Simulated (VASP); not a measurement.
# Au in VASP: further runs

Au is run at these levels: PBE, r2SCAN; tasks: single point.

All numbers are computed with VASP 6.6.1; they aren't measurements. Logs are shortened: lines on timing, memory, paths and dates and some standing lists are left out, and cuts for length are marked.

### Step 1. The cell of the first run

The structure is orthorhombic, space group Cmcm (No. 63). Conventional cell: a = 2.878 Å, b = 5.212 Å, c = 4.989 Å, α = 90.00°, β = 90.00°, γ = 90.00°. Within 3.8 Å of Au (site symmetry m2m) lie 12 Au at 2.88 to 3.03 Å.

### Step 2. Single point, PBE (18.71 Å³/atom)

The input, INCAR:

```
SYSTEM = Au
PREC = Accurate
ENCUT = 520
EDIFF = 1E-6
ISMEAR = -1
SIGMA = 0.05
LREAL = .False.
LASPH = .True.
NELM = 100
ALGO = Normal
ISIF = 2
LWAVE = .False.
LCHARG = .True.
GGA = PE
LELF = .True.
LVHAR = .True.
NBANDS = 18
```

The input, KPOINTS:

```
regular mesh
0
Gamma
  11 11 6
  0 0 0
```

The input, POSCAR:

```
Au
1.0
    1.4389897367     -2.6060620855      0.0000000000
    1.4389897367      2.6060620855      0.0000000000
    0.0000000000      0.0000000000      4.9891384766
Au
2
Direct
    0.3346720300      0.6653279700      0.2500000000
    0.6653279700      0.3346720300      0.7500000000
```

Potentials or basis: VASP PAW PBE potentials, release 64 (Au).

Command:

```
cat potpaw_PBE.64/Au/POTCAR > POTCAR
mpirun -np 1 vasp_std > vasp.out
```

OUTCAR:

```text
SYSTEM = Au
   PREC = Accurate
   ENCUT = 520
   EDIFF = 1E-6
   ISMEAR = -1
   LREAL = .False.
   LASPH = .True.
   NELM = 100
   ISIF = 2
   GGA = PE

 ion  position               nearest neighbor table
   1  0.335  0.665  0.250-   2 3.01   2 3.01   2 3.01   2 3.01   2 3.03   2 3.03
   2  0.665  0.335  0.750-   1 3.01   1 3.01   1 3.01   1 3.01   1 3.03   1 3.03

  LATTYP: Found a base centered orthorhombic cell.
 ALAT       =     2.8779794734
 B/A-ratio  =     1.8110359088
 C/A-ratio  =     1.7335559627

  Lattice vectors:

 A1 = (   1.4389897367,  -2.6060620855,   0.0000000000)
 A2 = (   1.4389897367,   2.6060620855,   0.0000000000)
 A3 = (   0.0000000000,   0.0000000000,   4.9891384766)

Analysis of symmetry for initial positions (statically):
=====================================================================
 Subroutine PRICEL returns:
 Original cell was already a primitive cell.

 Routine SETGRP: Setting up the symmetry group for a
 base centered orthorhombic supercell.

 Subroutine GETGRP returns: Found  8 space group operations
 (whereof  4 operations were pure point group operations)
 out of a pool of  8 trial point group operations.

The static configuration has the point symmetry C_2h.
 The point group associated with its full space group is D_2h.

Analysis of symmetry for dynamics (positions and initial velocities):
=====================================================================
 Subroutine PRICEL returns:
 Original cell was already a primitive cell.

 Routine SETGRP: Setting up the symmetry group for a
 base centered orthorhombic supercell.

 Subroutine GETGRP returns: Found  8 space group operations
 (whereof  4 operations were pure point group operations)
 out of a pool of  8 trial point group operations.

The dynamic configuration has the point symmetry C_2h.
 The point group associated with its full space group is D_2h.

 Subroutine INISYM returns: Found  8 space group operations
 (whereof  4 operations are pure point group operations),
 and found     1 'primitive' translations

----------------------------------------------------------------------------------------

                                     Primitive cell

  volume of cell :      37.4195

  direct lattice vectors                    reciprocal lattice vectors
     1.438989737 -2.606062086  0.000000000     0.347465995 -0.191860356  0.000000000
     1.438989737  2.606062086  0.000000000     0.347465995  0.191860356  0.000000000
     0.000000000  0.000000000  4.989138477     0.000000000  0.000000000  0.200435407

  length of vectors
     2.976953318  2.976953318  4.989138477     0.396916885  0.396916885  0.200435407

  position of ions in fractional coordinates (direct lattice)
     0.334672030  0.665327970  0.250000000
     0.665327970  0.334672030  0.750000000

  ion indices of the primitive-cell ions
   primitive index   ion index
                 1           1
                 2           2

----------------------------------------------------------------------------------------

 KPOINTS: regular mesh

Automatic generation of k-mesh.
 Grid dimensions read from file:
 generate k-points for:   11   11    6

 Generating k-lattice:

  Cartesian coordinates                     Fractional coordinates (reciprocal lattice)
     0.031587818 -0.017441851  0.000000000     0.090909091  0.000000000  0.000000000
     0.031587818  0.017441851  0.000000000     0.000000000  0.090909091  0.000000000
     0.000000000  0.000000000  0.033405901     0.000000000  0.000000000  0.166666667

  Length of vectors
     0.036083353  0.036083353  0.033405901

  Shift w.r.t. Gamma in fractional coordinates (k-lattice)
     0.000000000  0.000000000  0.000000000

 Subroutine IBZKPT returns following result:
 ===========================================

 Found    144 irreducible k-points:

 Following reciprocal coordinates:
            Coordinates               Weight
  0.000000  0.000000  0.000000      1.000000
  0.090909 -0.000000  0.000000      4.000000
  0.181818  0.000000  0.000000      4.000000
  0.272727 -0.000000  0.000000      4.000000
  0.363636 -0.000000  0.000000      4.000000
  0.454545  0.000000  0.000000      4.000000
[... 16 lines left out ...]
 -0.272727  0.181818  0.000000      4.000000
 -0.181818  0.181818  0.000000      2.000000
 [... further k-points ...]
   k-points           NKPTS =    144   k-points in BZ     NKDIM =    144   number of bands    NBANDS=     18
   number of dos      NEDOS =    301   number of ions     NIONS =      2
   total plane-waves  NPLWV =  23040
   dimension x,y,z NGX =    24 NGY =   24 NGZ =   40
   dimension x,y,z NGXF=    48 NGYF=   48 NGZF=   80
   ions per type =               2
   NGX,Y,Z   is equivalent  to a cutoff of  13.40, 13.40, 13.33 a.u.
   NGXF,Y,Z  is equivalent  to a cutoff of  26.81, 26.81, 26.66 a.u.
 SYSTEM =  Au
   PREC   = accura    normal or accurate (medium, high low for compatibility)
   ISTART =      0    job   : 0-new  1-cont  2-samecut
   ICHARG =      2    charge: 1-file 2-atom 10-const
   ISPIN  =      1    spin polarized calculation?
   LNONCOLLINEAR =      F non collinear calculations
   LSORBIT =      F    spin-orbit coupling
   LASPH  =      T    aspherical Exc in radial PAW
   ENCUT  =  520.0 eV  38.22 Ry    6.18 a.u.   5.54  5.54  9.28*2*pi/ulx,y,z
   NELM   =    100;   NELMIN=  2; NELMDL= -5     # of ELM steps
   EDIFF  = 0.1E-05   stopping-criterion for ELM
   LREAL  =      F    real-space projection
   EDIFFG = 0.1E-04   stopping-criterion for IOM
   NSW    =      0    number of steps for IOM
   IBRION =     -1    ionic relax: 0-MD 1-quasi-New 2-CG
   NFREE  =      0    steps in history (QN), initial steepest desc. (CG)
   ISIF   =      2    stress and relaxation
   ISYM   =      2    0-nonsym 1-usesym 2-fastsym
   POTIM  = 0.5000    time-step for ionic-motion
   TEBEG  =    0.0;   TEEND  =   0.0 temperature during run
   PSTRESS=    0.0 pullay stress
   NELECT =      22.0000    total number of electrons
   NUPDOWN=      -1.0000    fix difference up-down
   EMIN   =  10.00;   EMAX   =-10.00  energy-range for DOS
   EFERMI =   0.00;   METHOD = LEGACY
   ISMEAR =    -1;   SIGMA  =   0.05  broadening in eV -4-tet -1-fermi 0-gaus
   EFERMI_NEDOS =   21; number of points for ismear=-14 and -15
   IALGO  =     38    algorithm
   IMIX   =      4    mixing-type and parameters
     AMIX     =   0.40;   BMIX     =  1.00
     AMIX_MAG =   1.60;   BMIX_MAG =  1.00
  volume/ion in A,a.u.               =      18.71       126.26
  Fermi-wavevector in a.u.,A,eV,Ry     =   1.371460  2.591683 25.591222  1.880902
  Thomas-Fermi vector in A             =   2.497155
   LORBIT       =      0    0 simple, 1 ext, 2 COOP (PROOUT), +10 PAW based schemes
   GGA     = PE    functional components
   LHFCALC =     F    Hartree Fock is set to
   AEXX    =    0.0000 exact exchange contribution
   IVDW    =     0    specifies the selected vdW correction
   LEPSILON=     F    determine dielectric tensor
   LRPA    =     F    only Hartree local field effects (RPA)
 non-spin polarized calculation
  energy-cutoff  :      520.00
  volume of cell :       37.42
 maximum number of plane-waves:      1034
 NGX is ok and might be reduce to    24
   NGX = 11   NGY = 11   NGZ = 19

 number of electron      22.0000004 magnetization

 Free energy of the ion-electron system (eV)
  ---------------------------------------------------
  ext. energy  EPLUGINS =         0.00000000
  ---------------------------------------------------
  free energy    TOTEN  =        -6.40417482 eV

  energy without entropy =       -6.39697567  energy(sigma->0) =       -6.40057525

 E-fermi :   7.9412     XC(G=0): -12.1606

 val. band max:        7.9233891604   @ k =   0.1818   0.1818   0.3333
 cond. band min:       7.9508544760   @ k =  -0.1818   0.1818   0.1667
 fundamental gap:      0.0274653156
 Fermi energy:         7.9411936269

 k-point     1 :       0.0000    0.0000    0.0000
  band No.  band energies     occupation
      1      -0.9174      2.00000
      2       1.3689      2.00000
      3       3.5502      2.00000
      4       3.6027      2.00000
      5       3.8996      2.00000
      6       4.1242      2.00000
[... 10 lines left out ...]
     17      25.3448      0.00000
     18      26.2279      0.00000

 k-point     2 :       0.0909   -0.0000    0.0000
  band No.  band energies     occupation
      1      -0.6673      2.00000
      2       1.5758      2.00000
      3       3.5176      2.00000
      4       3.7756      2.00000
      5       3.9652      2.00000
      6       4.1363      2.00000
[... 10 lines left out ...]
     17      24.5594      0.00000
     18      25.4766      0.00000

 k-point     3 :       0.1818    0.0000    0.0000
  band No.  band energies     occupation
      1       0.0370      2.00000
      2       2.0734      2.00000
      3       3.4067      2.00000
      4       3.8721      2.00000
      5       3.9224      2.00000
      6       4.2020      2.00000
[... 10 lines left out ...]
     17      24.3142      0.00000
     18      24.9839      0.00000

 k-point     4 :       0.2727   -0.0000    0.0000
  band No.  band energies     occupation
      1       0.9955      2.00000
      2       2.3168      2.00000
      3       3.1839      2.00000
      4       3.5786      2.00000
      5       3.7758      2.00000
      6       4.1591      2.00000
[... 10 lines left out ...]
     17      22.7766      0.00000
     18      24.3297      0.00000

 k-point     5 :       0.3636   -0.0000    0.0000
  band No.  band energies     occupation
      1       1.7053      2.00000
      2       2.1309      2.00000
      3       2.6603      2.00000
      4       3.9140      2.00000
      5       3.9392      2.00000
      6       4.2062      2.00000
[... 10 lines left out ...]
     17      20.8820      0.00000
     18      23.1749      0.00000

 k-point     6 :       0.4545    0.0000    0.0000
  band No.  band energies     occupation
      1       1.9031      2.00000
      2       1.9653      2.00000
      3       2.3933      2.00000
      4       3.8119      2.00000
      5       4.0881      2.00000
      6       4.2744      2.00000
[... 10 lines left out ...]
     17      19.4513      0.00000
     18      22.5400      0.00000

 k-point     7 :       0.0909    0.0909    0.0000
  band No.  band energies     occupation
      1      -0.1700      2.00000
      2       1.9583      2.00000
      3       3.4827      2.00000
      4       4.0495      2.00000
      5       4.1308      2.00000
      6       4.1405      2.00000
[... 10 lines left out ...]
     17      24.3667      0.00000
     18      25.3730      0.00000

 k-point     8 :       0.1818    0.0909    0.0000
  band No.  band energies     occupation
      1       0.7005      2.00000
      2       2.4297      2.00000
      3       3.3086      2.00000
      4       3.4359      2.00000
      5       3.8213      2.00000
      6       4.0882      2.00000
[... 10 lines left out ...]
     17      24.7100      0.00000
     18      24.7123      0.00000
[... 229 lines left out ...]
     17      19.5570      0.00000
     18      21.1986      0.00000

 k-point    20 :       0.4545    0.1818    0.0000
  band No.  band energies     occupation
      1       2.4493      2.00000
      2       2.4653      2.00000
      3       2.4956      2.00000
      4       3.7081      2.00000
      5       3.9929      2.00000
      6       3.9936      2.00000
[... 10 lines left out ...]
     17      19.7258      0.00000
     18      21.1050      0.00000

 k-point    21 :      -0.4545    0.1818    0.0000
  band No.  band energies     occupation
      1       2.2392      2.00000
      2       2.6376      2.00000
      3       2.7111      2.00000
      4       3.3896      2.00000
      5       3.7314      2.00000
      6       4.1346      2.00000
[... 10 lines left out ...]
     17      21.4303      0.00000
     18      21.8203      0.00000

 k-point    22 :      -0.3636    0.1818    0.0000
  band No.  band energies     occupation
      1       1.4788      2.00000
      2       2.7438      2.00000
      3       2.9760      2.00000
      4       3.0782      2.00000
      5       3.7785      2.00000
      6       3.8607      2.00000
[... 10 lines left out ...]
     17      22.3920      0.00000
     18      23.4602      0.00000

 k-point    23 :      -0.2727    0.1818    0.0000
  band No.  band energies     occupation
      1       0.5665      2.00000
      2       2.2743      2.00000
      3       3.1977      2.00000
      4       3.5174      2.00000
      5       3.6015      2.00000
      6       4.1727      2.00000
[... 10 lines left out ...]
     17      23.7039      0.00000
     18      24.8036      0.00000

 k-point    24 :      -0.1818    0.1818    0.0000
  band No.  band energies     occupation
      1      -0.0442      2.00000
      2       1.9525      2.00000
      3       3.2674      2.00000
      4       3.5967      2.00000
      5       3.9242      2.00000
      6       4.2293      2.00000
[... 10 lines left out ...]
     17      24.2781      0.00000
     18      24.5991      0.00000

 [... further k-points ...]

------------------------ aborting loop because EDIFF is reached ----------------------------------------

  FORCE on cell =-STRESS in cart. coord.  units (eV):
  Direction    XX          YY          ZZ          XY          YZ          ZX
  --------------------------------------------------------------------------------------
  -------------------------------------------------------------------------------------
  Total       -0.6470911     -1.4203771     -1.2423166      0.0000000     -0.0000000      0.0000000
  in kB      -27.7062650    -60.8157734    -53.1918210      0.0000000     -0.0000000      0.0000000
  external PRESSURE =     -47.2379531 kB  Pullay stress =       0.0000000 kB

 VOLUME and BASIS-vectors are now :
 -----------------------------------------------------------------------------
  energy-cutoff  :      520.00
  volume of cell :       37.42
      direct lattice vectors                 reciprocal lattice vectors
     1.438989737 -2.606062086  0.000000000     0.347465995 -0.191860356  0.000000000
     1.438989737  2.606062086  0.000000000     0.347465995  0.191860356  0.000000000
     0.000000000  0.000000000  4.989138477     0.000000000  0.000000000  0.200435407

 POSITION                                       TOTAL-FORCE (eV/Angst)
 -----------------------------------------------------------------------------------
      1.43899      0.86171      1.24728         0.000000     -0.004348      0.000000
      1.43899     -0.86171      3.74185         0.000000      0.004348     -0.000000
 -----------------------------------------------------------------------------------
    total drift:                                0.000000     -0.000000     -0.000000

  FREE ENERGIE OF THE ION-ELECTRON SYSTEM (eV)
  ---------------------------------------------------
  free  energy   TOTEN  =        -6.4041748245 eV

  energy  without entropy=       -6.3969756714  energy(sigma->0) =       -6.40057525
```

Wall time 82 s (1 thread of Intel Xeon 8259CL, shared host); peak memory 0.22 GiB.

What came out:

| Property | Result |
| --- | --- |
| Free energy | -6.4042 eV |
| Pressure | -4.7 GPa |
| Largest force | 0.004 eV/Å |
| Band gap on the k mesh | zero (bands 11 and 12 overlap by 5.93 eV) |

Forces on the atoms (eV/Å):
```
Au   0.000 -0.004  0.000
Au   0.000  0.004  0.000
```

Stress tensor (GPa, compression positive):
```
-2.77  0.00  0.00
 0.00 -6.08  0.00
 0.00  0.00 -5.32
```

Caveat: the cell stands under tension; spin-orbit coupling is left out, which moves the levels of the heavy elements.

### Step 3. Single point, PBE (atoms moved at random)

The input, INCAR:

```
SYSTEM = Au
PREC = Accurate
ENCUT = 520
EDIFF = 1E-6
ISMEAR = -1
SIGMA = 0.05
LREAL = .FALSE.
LASPH = .TRUE.
NELM = 100
ALGO = Fast
ISIF = 2
LWAVE = .FALSE.
LCHARG = .FALSE.
GGA = PE
NBANDS = 18
```

The input, KPOINTS:

```
Automatic mesh
0
G
  11 11 6
  0 0 0
```

The input, POSCAR:

```
Au
1.0
    1.4113099650     -2.5559330250      0.0000000000
    1.4113099650      2.5559330250      0.0000000000
    0.0000000000      0.0000000000      4.8931696100
Au
2
Direct
    0.3342500000      0.6523620000      0.2519250000
    0.6527590000      0.3125790000      0.7416850000
```

Potentials or basis: VASP PAW PBE potentials, release 64 (Au).

Command:

```
cat potpaw_PBE.64/Au/POTCAR > POTCAR
mpirun -np 1 vasp_std > vasp.out
```

Wall time 3.2 min (1 thread of Intel Xeon 8259CL, shared host); peak memory 0.3 GiB.

It converged, with:

| Item | Value |
| --- | --- |
| Free energy | -6.4101 eV |
| Pressure | 3.2 GPa |
| Largest force | 0.315 eV/Å |
| Band gap on the k mesh | zero (bands 11 and 12 overlap by 6.15 eV) |

Forces in eV/Å, atoms in the order of the input:
```
Au  -0.011 -0.026 -0.313
Au   0.011  0.026  0.313
```

Stress tensor (GPa, compression positive):
```
6.06 0.06 0.09
0.06 1.55 0.05
0.09 0.05 1.91
```

Levels at points of the mesh, in eV from the Fermi level:
```tsv
k point	band 8	band 9	band 10	band 11	band 12	band 13	band 14	band 15
(0.00, 0.00, 0.00)	-3.48	-3.26	-2.17	-2.07	-0.99	2.42	14.58	15.58
(0.00, 0.00, 0.50)	-4.14	-2.70	-2.57	-2.53	-2.42	9.90	10.59	14.89
```

Caveat: the cell differs from its parent crystal (atoms moved at random); the cell stands under pressure; spin-orbit coupling is left out, which moves the levels of the heavy elements.

(Continued in part 2 of 3.)
